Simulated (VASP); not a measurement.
Wanted: the native input for a VASP 6.6.1 run.

```
Task                   : single point
Functional             : LDA
Potentials or basis    : VASP PAW LDA potentials, release 64 (La, P)
Cutoff                 : 520 eV
k mesh                 : 10 × 10 × 10, shifted
Occupations            : fermi-dirac, width 0.05 eV
Spin                   : no spin polarisation
Dipole correction      : no
Further INCAR settings : ALGO = Normal; EDIFF = 1e-07; NBANDS = 15; ISYM = 0
```

The structure of LaP lies in POSCAR:

```
LaP
1.0
    0.0000000000      2.2349179553      2.2349179553
    2.2349179553      0.0000000000      2.2349179553
    2.2349179553      2.2349179553      0.0000000000
La P
1 1
Direct
    0.0000000000      0.0000000000      0.0000000000
    0.5000000000      0.5000000000      0.5000000000
```

The input as run:

INCAR

```
SYSTEM = LaP
PREC     = Accurate       ! precision mode
ENCUT    = 520            ! plane-wave cutoff, eV
EDIFF    = 1E-7           ! SCF threshold, eV
ISMEAR   = -1             ! smearing method
SIGMA    = 0.05           ! smearing width, eV
LREAL    = .FALSE.        ! projectors in reciprocal space
LASPH    = .TRUE.         ! aspherical terms in the spheres
NELM     = 100            ! most SCF steps
ALGO     = Normal         ! electronic algorithm
ISIF     = 2              ! what is computed and relaxed
LWAVE    = .FALSE.        ! write WAVECAR
LCHARG   = .FALSE.        ! write CHGCAR
NBANDS   = 15             ! bands
ISYM     = 0
```

KPOINTS

```
Automatic mesh
0
Gamma
  10 10 10
  0.5 0.5 0.5
```

Potentials or basis: VASP PAW LDA potentials, release 64 (La, P).

Command:

```bash
$ cat potpaw_LDA.64/La/POTCAR potpaw_LDA.64/P/POTCAR > POTCAR
$ mpirun -np 1 vasp_std > vasp.out
```

It gave:

```
Pressure               : 244.1 GPa
Band gap on the k mesh : zero (bands 8 and 9 overlap by 3.08 eV)
```

Caveat: the cell stands under pressure; spin-orbit coupling is left out, which moves the levels of the heavy elements.

It took 27 min on 1 thread of Intel Xeon 8259CL (shared host), peak memory 0.82 GiB.
